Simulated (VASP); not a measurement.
Crystal: InSb.

```
In Sb
1.0
     3.07666    0.00000    0.00000
     0.00000    3.07666    0.00000
     0.00000    0.00000    6.21547
In Sb
1 1
Direct
  0.00000 0.00000 0.00000
  0.00000 0.00000 0.50000
```

Base run:

```yaml
Program: VASP 6.6.1
Functional: r2SCAN
Potentials_or_basis: VASP PAW PBE potentials, release 64 (In_d, Sb)
Cutoff: 520 eV
k_mesh: 14 × 14 × 8
Occupations: gaussian, width 0.1 eV
Spin: no spin polarisation
```

Its results: band gap on the k mesh zero (bands 9 and 10 overlap by 6.23 eV); pressure -0.8 GPa.

Problem. The run is repeated on the same cell with these changes: functional from r2SCAN to PBEsol. What comes out?

Solution. Band gap on the k mesh zero (bands 9 and 10 overlap by 5.86 eV); pressure -2.1 GPa.

Caveats: the PAW data sets were made with another functional, which shifts forces and pressure a little; spin-orbit coupling is left out, which moves the levels of the heavy elements.
